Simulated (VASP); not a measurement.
Runs of VASP 6.6.1 on Ta. The structure is that of space group Fm-3m (No. 225), or close to it. The cells are those of the table. This isn't the form of Ta at room conditions, which is bcc.

```csv
task,cell,cutoff (eV),smearing,gap on the mesh (eV),pressure (GPa)
electric field gradients,"a = 2.950 Å, angles 60.0°, 1 atom",520,tetrahedron,none,6.1
single point,"a = 2.950 Å, angles 60.0°, 1 atom",550,fermi-dirac 0.08 eV,none,5.9
single point,"a = 2.998 Å, angles 60.0°, 1 atom",550,fermi-dirac 0.08 eV,none,-3.9
electric field gradients,"a = 2.900 Å, angles 60.0°, 1 atom",520,fermi-dirac 0.005 eV,none,(a)
electric field gradients,"a = 2.998 Å, angles 60.0°, 1 atom",520,fermi-dirac 0.08 eV,none,-3.9
```

Alike in all rows: level r2SCAN; potentials or basis VASP PAW PBE potentials, release 64 (Ta_pv); no spin polarisation; k mesh 14 × 14 × 14.

Problem. Fill in the values left out.

Solution. (a) 18.5.

Caveats: the PAW data sets were made with another functional, which shifts forces and pressure a little; spin-orbit coupling is left out, which moves the levels of the heavy elements; the cell stands under pressure (at least some runs); the cell stands under tension (at least some runs); tetrahedron occupations give inexact forces and stress in metals (at least some runs).

A k mesh can miss the band edges, and the runs leave out spin-orbit coupling on Ta.

A gap of «none» marks levels without a gap at the run's occupations.
